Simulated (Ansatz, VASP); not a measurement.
## AlN: VASP beside Ansatz

File INCAR:

```
  PREC = Accurate
  ENCUT = 520
  EDIFF = 1E-6
  ISMEAR = -1
  SIGMA = 0.05
  LREAL = F
  LASPH = T
  NELM = 60
  ALGO = Normal
  ISIF = 2
  LWAVE = F
  LCHARG = T
  GGA = PE
  LELF = T
  LVHAR = T
  NBANDS = 16
```

The input KPOINTS:

```
Automatic mesh
0
Gamma
  13 13 7
```

POSCAR

```
AlN
1.0
    3.0408824389      0.0000000000      0.0000000000
   -1.5204412195      2.6334814420      0.0000000000
    0.0000000000      0.0000000000      3.7480793886
Al N
2 2
Direct
    0.3333333333      0.6666666667     -0.0620000534
    0.6666666667      0.3333333333      0.4379999466
    0.3333333333      0.6666666667      0.4380000534
    0.6666666667      0.3333333333      0.9380000534
```

Input for Ansatz:

```yaml
crystal:
  lattice:
    - [3.0408824389, 0.0, 0.0]
    - [-1.5204412195, 2.633481442, 0.0]
    - [0.0, 0.0, 3.7480793886]
  atoms:
    - { symbol: Al, position: [0.3333333333, 0.6666666667, -0.0620000534] }
    - { symbol: Al, position: [0.6666666667, 0.3333333333, 0.4379999466] }
    - { symbol: "N", position: [0.3333333333, 0.6666666667, 0.4380000534] }
    - { symbol: "N", position: [0.6666666667, 0.3333333333, 0.9380000534] }
kpoints:
  mp_grid: { grid: [13, 13, 7] }
scf:
  occupations: { method: fermi_dirac, width: 0.05 }
hamiltonian:
  xc: pbe
  pseudopotentials: { kind: all_electron, lapw: { basis_error: 0.0005 } }
output:
  forces: true
  stress: true
  eigenvalues: true
  populations: true
```

Alike in both runs: task single point; functional PBE; k mesh 13 × 13 × 7; occupations fermi-dirac, width 0.05 eV; no spin polarisation.

```csv
,VASP,Ansatz
version,VASP 6.6.1,Ansatz 0.2.0
potentials or method,"VASP PAW PBE potentials, release 64 (Al, N), cutoff 520 eV","all-electron LAPW, scalar-relativistic"
```

```csv
,VASP,Ansatz,Ansatz less VASP
gap on the k mesh at the Fermi level (eV),4.68,4.68,+0.001
```

Ansatz ran all-electron here, and VASP with PAW potentials.
